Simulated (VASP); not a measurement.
A run of VASP 6.6.1 is set up as follows.

POSCAR

```
MgO2
1.0
    1.5405705754      0.8894488364      3.7734971849
   -1.5405705754      0.8894488364      3.7734971849
    0.0000000000     -1.7788976728      3.7734971849
Mg O
1 2
Direct
    0.0000000000      0.0000000000      0.0000000000
    0.4287860000      0.4287860000      0.4287860000
    0.5712140000      0.5712140000      0.5712140000
```

Contents of INCAR.step1:

```
PREC = Accurate
ENCUT = 520
ISMEAR = 0
SIGMA = 0.05
LREAL = False
LASPH = True
NELM = 80
NBANDS = 14
GGA = PE
ALGO = Normal
EDIFF = 1E-4
LWAVE = True
LCHARG = False
```

File INCAR.step2:

```
PREC = Accurate
ENCUT = 520
EDIFF = 1E-6
ISMEAR = 0
SIGMA = 0.05
LREAL = False
LASPH = True
NELM = 80
ALGO = Normal
ISIF = 2
LWAVE = False
LCHARG = True
METAGGA = R2SCAN
LMIXTAU = True
LELF = True
LVHAR = True
NBANDS = 14
ISTART = 1
```

File KPOINTS:

```
Automatic mesh
0
Gamma
  12 12 12
```

Potentials or basis: VASP PAW PBE potentials, release 64 (Mg, O).

Run with:

```sh
$ cat potpaw_PBE.64/Mg/POTCAR potpaw_PBE.64/O/POTCAR > POTCAR
$ cp INCAR.step1 INCAR
$ mpirun -np 1 vasp_std > vasp.out
$ cp INCAR.step2 INCAR
$ mpirun -np 1 vasp_std > vasp.out
```

(1) Estimate the band gap on the k mesh.

(2) Predict the pressure.

(3) Estimate the largest force.

Results:

(1) 1.24 eV.

(2) -9.8 GPa.

(3) 1.723 eV/Å.

Caveat: the cell differs from its parent crystal (strain -0.040 along x and y, +0.080 along z); the cell stands under tension; the PAW data sets were made with another functional, which shifts forces and pressure a little.
